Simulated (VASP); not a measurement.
# BN (P1) in VASP: further runs, part 2 of 2

VASP 6.6.1.

## Step 3: Single point, PBE (mode 4 frozen in at -0.017 Å and mode 5 at +0.068 Å (largest displacements))

The input, INCAR:

```
SYSTEM = BN
PREC     = Accurate       ! precision mode
ENCUT    = 520            ! plane-wave cutoff, eV
EDIFF    = 1E-6           ! SCF threshold, eV
ISMEAR   = 0              ! smearing method
SIGMA    = 0.05           ! smearing width, eV
LREAL    = .False.        ! projectors in reciprocal space
LASPH    = .True.         ! aspherical terms in the spheres
NELM     = 100            ! most SCF steps
ALGO     = Normal         ! electronic algorithm
ISIF     = 2              ! what is computed and relaxed
LWAVE    = .False.        ! write WAVECAR
LCHARG   = .False.        ! write CHGCAR
GGA      = PE             ! functional
NBANDS   = 16             ! bands
```

The input, KPOINTS:

```
Automatic mesh
0
Gamma
  6 6 6
  0 0 0
```

The input, POSCAR:

```
BN
1.0
    0.0000000000     -1.8123937734     -1.8123937734
   -1.8123937734      0.0000000000     -1.8123937734
    1.8123937734      1.8123937734     -3.6247875468
B N
2 2
Direct
   -0.0308428240      0.0162124364      0.0000000000
    0.5308428240      0.4837875636      0.5000000000
    0.3434365235      0.3915912451      0.8750000000
    0.9065634765      0.8584087549      0.3750000000
```

Potentials or basis: VASP PAW PBE potentials, release 64 (B, N).

Started as:

```
cat potpaw_PBE.64/B/POTCAR potpaw_PBE.64/N/POTCAR > POTCAR
mpirun -np 1 vasp_std > vasp.out
```

OUTCAR:

```text
SYSTEM = BN
   PREC = Accurate
   ENCUT = 520
   EDIFF = 1E-6
   ISMEAR = 0
   LREAL = .False.
   LASPH = .True.
   NELM = 100
   ISIF = 2
   GGA = PE

 ion  position               nearest neighbor table
   1  0.969  0.016  0.000-   3 1.57   3 1.57   3 1.57   4 1.58
   2  0.531  0.484  0.500-   4 1.57   4 1.57   4 1.57   3 1.58
   3  0.343  0.392  0.875-   1 1.57   1 1.57   1 1.57   2 1.58
   4  0.907  0.858  0.375-   2 1.57   2 1.57   2 1.57   1 1.58

  LATTYP: Found a trigonal (rhomboedric) cell.
 ALAT       =     4.4394399578
 COS(alpha) =     0.8333333333

  Lattice vectors:

 A1 = (   1.8123937734,   3.6247875468,  -1.8123937734)
 A2 = (   3.6247875468,   1.8123937734,  -1.8123937734)
 A3 = (   1.8123937734,   1.8123937734,  -3.6247875468)

Analysis of symmetry for initial positions (statically):
=====================================================================
 Subroutine PRICEL returns:
 Original cell was already a primitive cell.

 Routine SETGRP: Setting up the symmetry group for a
 trigonal (rhombohedral) supercell.

 Subroutine GETGRP returns: Found  1 space group operations
 (whereof  1 operations were pure point group operations)
 out of a pool of 12 trial point group operations.

The static configuration has the point symmetry C_1 .

Analysis of symmetry for dynamics (positions and initial velocities):
=====================================================================
 Subroutine PRICEL returns:
 Original cell was already a primitive cell.

 Routine SETGRP: Setting up the symmetry group for a
 trigonal (rhombohedral) supercell.

 Subroutine GETGRP returns: Found  1 space group operations
 (whereof  1 operations were pure point group operations)
 out of a pool of 12 trial point group operations.

The dynamic configuration has the point symmetry C_1 .

 Subroutine INISYM returns: Found  1 space group operations
 (whereof  1 operations are pure point group operations),
 and found     1 'primitive' translations

----------------------------------------------------------------------------------------

                                     Primitive cell

  volume of cell :      23.8132

  direct lattice vectors                    reciprocal lattice vectors
     0.000000000 -1.812393773 -1.812393773     0.137939119 -0.413817356 -0.137939119
    -1.812393773  0.000000000 -1.812393773    -0.413817356  0.137939119 -0.137939119
     1.812393773  1.812393773 -3.624787547     0.137939119  0.137939119 -0.137939119

  length of vectors
     2.563111855  2.563111855  4.439439958     0.457492301  0.457492301  0.238917562

  position of ions in fractional coordinates (direct lattice)
     0.969157176  0.016212436  0.000000000
     0.530842824  0.483787564  0.500000000
     0.343436524  0.391591245  0.875000000
     0.906563476  0.858408755  0.375000000

  ion indices of the primitive-cell ions
   primitive index   ion index
                 1           1
                 2           2
                 3           3
                 4           4

----------------------------------------------------------------------------------------

 KPOINTS: Automatic mesh

Automatic generation of k-mesh.
 Grid dimensions read from file:
 generate k-points for:    6    6    6

 Generating k-lattice:

  Cartesian coordinates                     Fractional coordinates (reciprocal lattice)
     0.022989853 -0.068969559 -0.022989853     0.166666667  0.000000000 -0.000000000
    -0.068969559  0.022989853 -0.022989853     0.000000000  0.166666667 -0.000000000
     0.022989853  0.022989853 -0.022989853     0.000000000  0.000000000  0.166666667

  Length of vectors
     0.076248717  0.076248717  0.039819594

  Shift w.r.t. Gamma in fractional coordinates (k-lattice)
     0.000000000  0.000000000  0.000000000

 Subroutine IBZKPT returns following result:
 ===========================================

 Found    112 irreducible k-points:

 Following reciprocal coordinates:
            Coordinates               Weight
  0.000000  0.000000  0.000000      1.000000
  0.166667  0.000000  0.000000      2.000000
  0.000000  0.166667  0.000000      2.000000
 -0.166667 -0.166667 -0.166667      2.000000
  0.333333  0.000000 -0.000000      2.000000
  0.000000  0.333333 -0.000000      2.000000
[... 16 lines left out ...]
 -0.166667  0.500000 -0.000000      2.000000
 -0.333333  0.500000  0.500000      2.000000
 [... further k-points ...]
   k-points           NKPTS =    112   k-points in BZ     NKDIM =    112   number of bands    NBANDS=     16
   number of dos      NEDOS =    301   number of ions     NIONS =      4
   total plane-waves  NPLWV =  14400
   dimension x,y,z NGX =    20 NGY =   20 NGZ =   36
   dimension x,y,z NGXF=    40 NGYF=   40 NGZF=   72
   ions per type =               2   2
   NGX,Y,Z   is equivalent  to a cutoff of  12.97, 12.97, 13.48 a.u.
   NGXF,Y,Z  is equivalent  to a cutoff of  25.94, 25.94, 26.96 a.u.
 SYSTEM =  BN
   PREC   = accura    normal or accurate (medium, high low for compatibility)
   ISTART =      0    job   : 0-new  1-cont  2-samecut
   ICHARG =      2    charge: 1-file 2-atom 10-const
   ISPIN  =      1    spin polarized calculation?
   LNONCOLLINEAR =      F non collinear calculations
   LSORBIT =      F    spin-orbit coupling
   LASPH  =      T    aspherical Exc in radial PAW
   ENCUT  =  520.0 eV  38.22 Ry    6.18 a.u.   4.77  4.77  8.25*2*pi/ulx,y,z
   NELM   =    100;   NELMIN=  2; NELMDL= -5     # of ELM steps
   EDIFF  = 0.1E-05   stopping-criterion for ELM
   LREAL  =      F    real-space projection
   EDIFFG = 0.1E-04   stopping-criterion for IOM
   NSW    =      0    number of steps for IOM
   IBRION =     -1    ionic relax: 0-MD 1-quasi-New 2-CG
   NFREE  =      0    steps in history (QN), initial steepest desc. (CG)
   ISIF   =      2    stress and relaxation
   ISYM   =      2    0-nonsym 1-usesym 2-fastsym
   POTIM  = 0.5000    time-step for ionic-motion
   TEBEG  =    0.0;   TEEND  =   0.0 temperature during run
   PSTRESS=    0.0 pullay stress
   NELECT =      16.0000    total number of electrons
   NUPDOWN=      -1.0000    fix difference up-down
   EMIN   =  10.00;   EMAX   =-10.00  energy-range for DOS
   EFERMI =   0.00;   METHOD = LEGACY
   ISMEAR =     0;   SIGMA  =   0.05  broadening in eV -4-tet -1-fermi 0-gaus
   EFERMI_NEDOS =   21; number of points for ismear=-14 and -15
   IALGO  =     38    algorithm
   IMIX   =      4    mixing-type and parameters
     AMIX     =   0.40;   BMIX     =  1.00
     AMIX_MAG =   1.60;   BMIX_MAG =  1.00
  volume/ion in A,a.u.               =       5.95        40.17
  Fermi-wavevector in a.u.,A,eV,Ry     =   1.433867  2.709616 27.973240  2.055975
  Thomas-Fermi vector in A             =   2.553338
   LORBIT       =      0    0 simple, 1 ext, 2 COOP (PROOUT), +10 PAW based schemes
   GGA     = PE    functional components
   LHFCALC =     F    Hartree Fock is set to
   AEXX    =    0.0000 exact exchange contribution
   IVDW    =     0    specifies the selected vdW correction
   LEPSILON=     F    determine dielectric tensor
   LRPA    =     F    only Hartree local field effects (RPA)
 non-spin polarized calculation
 Gauss-broadening in eV      SIGMA  =   0.05
  energy-cutoff  :      520.00
  volume of cell :       23.81
 maximum number of plane-waves:       663
   NGX =  9   NGY =  9   NGZ = 17

 number of electron      16.0000002 magnetization

 Free energy of the ion-electron system (eV)
  ---------------------------------------------------
  ext. energy  EPLUGINS =         0.00000000
  ---------------------------------------------------
  free energy    TOTEN  =       -34.79581404 eV

  energy without entropy =      -34.79581404  energy(sigma->0) =      -34.79581404

 E-fermi :   7.6890     XC(G=0): -12.7875

 val. band max:        7.3680951041   @ k =   0.0000   0.0000   0.0000
 cond. band min:      11.7250849632   @ k =   0.5000   0.0000   0.5000
 fundamental gap:      4.3569898591
 Fermi energy:         7.6889791447

 k-point     1 :       0.0000    0.0000    0.0000
  band No.  band energies     occupation
      1     -12.8296      2.00000
      2      -8.6430      2.00000
      3      -3.2945      2.00000
      4       5.4036      2.00000
      5       5.4198      2.00000
      6       7.2443      2.00000
[... 8 lines left out ...]
     15      18.1571      0.00000
     16      22.5483      0.00000
[... 419 lines left out ...]
 k-point    24 :      -0.3333    0.5000    0.5000
  band No.  band energies     occupation
      1      -8.8427      2.00000
      2      -7.5047      2.00000
      3      -1.5897      2.00000
      4      -0.1004      2.00000
      5       1.2863      2.00000
      6       1.8870      2.00000
[... 8 lines left out ...]
     15      22.7550      0.00000
     16      23.6019      0.00000

 [... further k-points ...]
[... 5 lines left out ...]
  --------------------------------------------------------------------------------------
  -------------------------------------------------------------------------------------
  Total        0.0844079     -0.1562387      0.1015426      0.0602335     -0.0571520     -0.0121990
  in kB        5.6790507    -10.5119050      6.8318982      4.0525734     -3.8452460     -0.8207604
  external PRESSURE =       0.6663480 kB  Pullay stress =       0.0000000 kB

 VOLUME and BASIS-vectors are now :
 -----------------------------------------------------------------------------
  energy-cutoff  :      520.00
  volume of cell :       23.81
      direct lattice vectors                 reciprocal lattice vectors
     0.000000000 -1.812393773 -1.812393773     0.137939119 -0.413817356 -0.137939119
    -1.812393773  0.000000000 -1.812393773    -0.413817356  0.137939119 -0.137939119
     1.812393773  1.812393773 -3.624787547     0.137939119  0.137939119 -0.137939119

 POSITION                                       TOTAL-FORCE (eV/Angst)
 -----------------------------------------------------------------------------------
     -0.02938     -1.75649     -1.78588         0.274564     -0.518817     -0.248906
      0.02938     -0.05590     -3.65130        -0.266461      0.507384      0.239430
      0.87613      0.96340     -4.50385         0.359682     -0.680876     -0.323716
     -0.87613     -0.96340     -4.55812        -0.367786      0.692308      0.333192
 -----------------------------------------------------------------------------------
    total drift:                               -0.000033     -0.000038      0.000071

  FREE ENERGIE OF THE ION-ELECTRON SYSTEM (eV)
  ---------------------------------------------------
  free  energy   TOTEN  =       -34.7958140383 eV

  energy  without entropy=      -34.7958140383  energy(sigma->0) =      -34.79581404
```

Wall time 31 s (1 thread of Intel Xeon Platinum 8488C (Sapphire Rapids), shared host); peak memory 0.15 GiB.

What came out:

- Free energy: -34.7958 eV
- Pressure: 0.1 GPa
- Largest force: 0.852 eV/Å
- Band gap on the k mesh: 4.36 eV

Forces in eV/Å, atoms in the order of the input:
```
B    0.275 -0.519 -0.249
B   -0.266  0.507  0.239
N    0.360 -0.681 -0.324
N   -0.368  0.692  0.333
```

Stress tensor (GPa, compression positive):
```
 0.57  0.41 -0.08
 0.41 -1.05 -0.38
-0.08 -0.38  0.68
```

Caveat: the k points lie up to 0.48 Å⁻¹ apart; the cell differs from its parent crystal (mode 4 frozen in at -0.017 Å and mode 5 at +0.068 Å (largest displacements)).
